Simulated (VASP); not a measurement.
# SiC (P6_3mc) in VASP: notebook, part 2 of 3

VASP 6.6.1. The steps go on from the part before.

**3. Dielectric tensor, PBE**

Input file INCAR:

```
SYSTEM = SiC
  PREC = Accurate
  ENCUT = 520
  EDIFF = 1E-8
  ISMEAR = 0
  SIGMA = 0.01
  LREAL = .FALSE.
  LASPH = .TRUE.
  NELM = 80
  ALGO = Normal
  ISIF = 2
  LWAVE = .FALSE.
  LCHARG = .FALSE.
  GGA = PE
  LEPSILON = .TRUE.
```

Input file KPOINTS:

```
Automatic mesh
0
G
  10 10 6
  0 0 0
```

Input file POSCAR:

```
SiC
1.0
    3.0760000000      0.0000000000      0.0000000000
   -1.5380000000      2.6638941420      0.0000000000
    0.0000000000      0.0000000000      5.0480000000
Si C
2 2
Direct
    0.3333333333      0.6666666667      0.0044948860
    0.6666666667      0.3333333333      0.5044948860
    0.3333333333      0.6666666667      0.3805051140
    0.6666666667      0.3333333333      0.8805051140
```

Potentials or basis: VASP PAW PBE potentials, release 64 (Si, C).

The run is started by

```console
$ cat potpaw_PBE.64/Si/POTCAR potpaw_PBE.64/C/POTCAR > POTCAR
$ mpirun -np 1 vasp_std > vasp.out
```

OUTCAR:

```text
SYSTEM = SiC
   PREC = Accurate
   ENCUT = 520
   EDIFF = 1E-8
   ISMEAR = 0
   LREAL = .FALSE.
   LASPH = .TRUE.
   NELM = 80
   ISIF = 2
   GGA = PE
   LEPSILON = .TRUE.

 ion  position               nearest neighbor table
   1  0.333  0.667  0.004-   4 1.88   4 1.88   4 1.88   3 1.90   2 3.09   2 3.09   2 3.09   2 3.09
                             2 3.09   2 3.09
   2  0.667  0.333  0.504-   3 1.88   3 1.88   3 1.88   4 1.90   1 3.09   1 3.09   1 3.09   1 3.09
                             1 3.09   1 3.09
   3  0.333  0.667  0.381-   2 1.88   2 1.88   2 1.88   1 1.90
   4  0.667  0.333  0.881-   1 1.88   1 1.88   1 1.88   2 1.90

  LATTYP: Found a hexagonal cell.
 ALAT       =     3.0760000000
 C/A-ratio  =     1.6410923277

  Lattice vectors:

 A1 = (   3.0760000000,   0.0000000000,   0.0000000000)
 A2 = (  -1.5380000000,   2.6638941420,   0.0000000000)
 A3 = (   0.0000000000,   0.0000000000,   5.0480000000)

Analysis of symmetry for initial positions (statically):
=====================================================================
 Subroutine PRICEL returns:
 Original cell was already a primitive cell.

 Routine SETGRP: Setting up the symmetry group for a
 hexagonal supercell.

 Subroutine GETGRP returns: Found 12 space group operations
 (whereof  6 operations were pure point group operations)
 out of a pool of 24 trial point group operations.

The static configuration has the point symmetry C_3v.
 The point group associated with its full space group is C_6v.

Analysis of symmetry for dynamics (positions and initial velocities):
=====================================================================
 Subroutine PRICEL returns:
 Original cell was already a primitive cell.

 Routine SETGRP: Setting up the symmetry group for a
 hexagonal supercell.

 Subroutine GETGRP returns: Found 12 space group operations
 (whereof  6 operations were pure point group operations)
 out of a pool of 24 trial point group operations.

The dynamic configuration has the point symmetry C_3v.
 The point group associated with its full space group is C_6v.

 Subroutine INISYM returns: Found 12 space group operations
 (whereof  6 operations are pure point group operations),
 and found     1 'primitive' translations

----------------------------------------------------------------------------------------

                                     Primitive cell

  volume of cell :      41.3640

  direct lattice vectors                    reciprocal lattice vectors
     3.076000000  0.000000000  0.000000000     0.325097529  0.187695146  0.000000000
    -1.538000000  2.663894142  0.000000000     0.000000000  0.375390292  0.000000000
     0.000000000  0.000000000  5.048000000     0.000000000  0.000000000  0.198098257

[... 495 lines left out ...]
     12      15.7425      0.00000

 [... further k-points ...]

  FORCE on cell =-STRESS in cart. coord.  units (eV):
  Direction    XX          YY          ZZ          XY          YZ          ZX
  --------------------------------------------------------------------------------------
  -------------------------------------------------------------------------------------
  Total        0.8820516      0.8820516      0.8415249      0.0000000      0.0000000      0.0000000
  in kB       34.1650400     34.1650400     32.5952949      0.0000000      0.0000000      0.0000000
  external PRESSURE =      33.6417917 kB  Pullay stress =       0.0000000 kB

 VOLUME and BASIS-vectors are now :
 -----------------------------------------------------------------------------
  energy-cutoff  :      520.00
  volume of cell :       41.36
      direct lattice vectors                 reciprocal lattice vectors
     3.076000000  0.000000000  0.000000000     0.325097529  0.187695146  0.000000000
    -1.538000000  2.663894142  0.000000000     0.000000000  0.375390292  0.000000000
     0.000000000  0.000000000  5.048000000     0.000000000  0.000000000  0.198098257

 POSITION                                       TOTAL-FORCE (eV/Angst)
 -----------------------------------------------------------------------------------
     -0.00000      1.77593      0.02269         0.000000      0.000000      0.018156
      1.53800      0.88796      2.54669        -0.000000      0.000000      0.018156
     -0.00000      1.77593      1.92079        -0.000000      0.000000     -0.018156
      1.53800      0.88796      4.44479         0.000000     -0.000000     -0.018156
 -----------------------------------------------------------------------------------
    total drift:                               -0.000000     -0.000000     -0.000114

  FREE ENERGIE OF THE ION-ELECTRON SYSTEM (eV)
  ---------------------------------------------------
  free  energy   TOTEN  =       -30.1033221118 eV

  energy  without entropy=      -30.1033221118  energy(sigma->0) =      -30.10332211

 HEAD OF MICROSCOPIC STATIC DIELECTRIC TENSOR (INDEPENDENT PARTICLE, excluding Hartree and local field effects)
 ------------------------------------------------------
           7.177985     0.000000     0.000000
           0.000000     7.177985     0.000000
          -0.000000     0.000000     7.513507
 ------------------------------------------------------

 Free energy of the ion-electron system (eV)
  ---------------------------------------------------
  ---------------------------------------------------
  free energy    TOTEN  =        -0.73147033 eV

  energy without entropy =       -0.73147033

------------------------ aborting loop because EDIFF is reached ----------------------------------------

--------------------------------------- Ionic step        2  -------------------------------------------

------------------------ aborting loop because EDIFF is reached ----------------------------------------

--------------------------------------- Ionic step        3  -------------------------------------------

 Free energy of the ion-electron system (eV)
  ---------------------------------------------------
  ---------------------------------------------------
  free energy    TOTEN  =        -0.77253047 eV

  energy without entropy =       -0.77253047

------------------------ aborting loop because EDIFF is reached ----------------------------------------

 PIEZOELECTRIC TENSOR FIELD DIRECTION 3  (e Angst)
 -----------------------------------------------------------------------------
     1.22145  0.00000  0.00000           (  0.06213  0.00000  0.00000)
     0.00000  1.22145  0.00000           (  0.00000  0.06213  0.00000)
     0.00000  0.00000 -2.10317           (  0.00000  0.00000 -0.11958)

 PIEZOELECTRIC TENSOR FIELD DIRECTION 3  (C/m^2)
 -----------------------------------------------------------------------------
     0.47311  0.00000  0.00000
     0.00000  0.47311  0.00000
     0.00000  0.00000 -0.81463

 MACROSCOPIC STATIC DIELECTRIC TENSOR (including local field effects in DFT)
 ------------------------------------------------------
           6.935955     0.000000    -0.000000
           0.000000     6.935955     0.000000
           0.000000     0.000000     7.286406
 ------------------------------------------------------

 PIEZOELECTRIC TENSOR (including local field effects)  for field in x, y, z        (e  Angst)
          XX          YY          ZZ          XY          YZ          ZX
  --------------------------------------------------------------------------------
  x    -0.00000     0.00000     0.00000     0.00000     0.00000     1.52859
  y    -0.00000     0.00000    -0.00000     0.00000     1.52859     0.00000
  z     1.22145     1.22145    -2.10317     0.00000     0.00000     0.00000

 PIEZOELECTRIC TENSOR (including local field effects)  for field in x, y, z        (C/m^2)
          XX          YY          ZZ          XY          YZ          ZX
  --------------------------------------------------------------------------------
  x    -0.00000     0.00000     0.00000     0.00000     0.00000     0.59208
  y    -0.00000     0.00000    -0.00000     0.00000     0.59208     0.00000
  z     0.47311     0.47311    -0.81463     0.00000     0.00000     0.00000

 BORN EFFECTIVE CHARGES (including local field effects) (in |e|, cummulative output)
 ---------------------------------------------------------------------------------
 ion    1
    1     2.65818     0.00000     0.00000
    2     0.00000     2.65818     0.00000
    3     0.00000     0.00000     2.85866
 ion    2
    1     2.65818     0.00000     0.00000
    2     0.00000     2.65818     0.00000
    3    -0.00000     0.00000     2.85866
 ion    3
    1    -2.65818    -0.00000     0.00000
    2     0.00000    -2.65818     0.00000
    3     0.00000     0.00000    -2.85866
 ion    4
    1    -2.65818     0.00000    -0.00000
    2     0.00000    -2.65818     0.00000
    3     0.00000     0.00000    -2.85866
```

OSZICAR:

```text
N       E                     dE             d eps       ncg     rms          rms(c)
DAV:   1     0.342519376403E+02    0.34252E+02   -0.74007E+03  1344   0.119E+03
DAV:   2    -0.308429876296E+02   -0.65095E+02   -0.59371E+02  2004   0.183E+02
[... 13 lines left out ...]
RMM:   6    -0.772254548583E+00   -0.64164E-03   -0.14285E-05  2422   0.280E-02    0.717E-03
RMM:   7    -0.772418873121E+00   -0.16432E-03   -0.10506E-06  2398   0.766E-03    0.260E-03
RMM:   8    -0.772528106241E+00   -0.10923E-03   -0.57897E-07  2404   0.480E-03    0.319E-04
RMM:   9    -0.772529890745E+00   -0.17845E-05   -0.14431E-07  2452   0.747E-04    0.147E-04
RMM:  10    -0.772530817781E+00   -0.92704E-06   -0.47614E-08  2280   0.347E-04    0.219E-05
RMM:  11    -0.772530471397E+00    0.34638E-06   -0.12181E-08  1448   0.121E-04    0.707E-06
```

Wall time 2.8 min (1 thread of Intel Xeon Platinum 8488C (Sapphire Rapids), shared host); peak memory 0.32 GiB.

Results:

- Band gap on the k mesh: 2.44 eV (least direct gap 3.97 eV)
- Electronic dielectric tensor (diagonal): 6.94, 6.94, 7.29
- Born charges (mean of the diagonal): Si +2.73; C -2.73 e

Levels at points of the mesh, in eV from the valence-band top:
```tsv
k point	band 4	band 5	band 6	band 7	band 8	band 9	band 10	band 11	band 12
(0.00, 0.00, 0.00)	-1.32	-1.32	-0.10	0.00	0.00	4.81	6.21	6.67	6.67
(0.50, 0.00, 0.00)	-6.29	-5.42	-3.32	-3.28	-1.19	2.78	4.23	6.88	7.14
(0.00, 0.00, 0.50)	-4.43	-0.71	-0.71	-0.71	-0.71	5.90	5.90	7.35	7.35
(0.50, 0.00, 0.50)	-8.26	-2.44	-2.44	-2.32	-2.32	3.29	3.29	5.26	5.26
```

Electronic dielectric tensor:
```
6.94 0.00 0.00
0.00 6.94 0.00
0.00 0.00 7.29
```

Born effective charge tensors (e):
atom 1, Si
```
2.66 0.00 0.00
0.00 2.66 0.00
0.00 0.00 2.86
```
atom 2, Si
```
2.66 0.00 0.00
0.00 2.66 0.00
0.00 0.00 2.86
```
atom 3, C
```
-2.66  0.00  0.00
 0.00 -2.66  0.00
 0.00  0.00 -2.86
```
atom 4, C
```
-2.66  0.00  0.00
 0.00 -2.66  0.00
 0.00  0.00 -2.86
```

A k mesh can miss the band edges.

(Continued in part 3 of 3.)
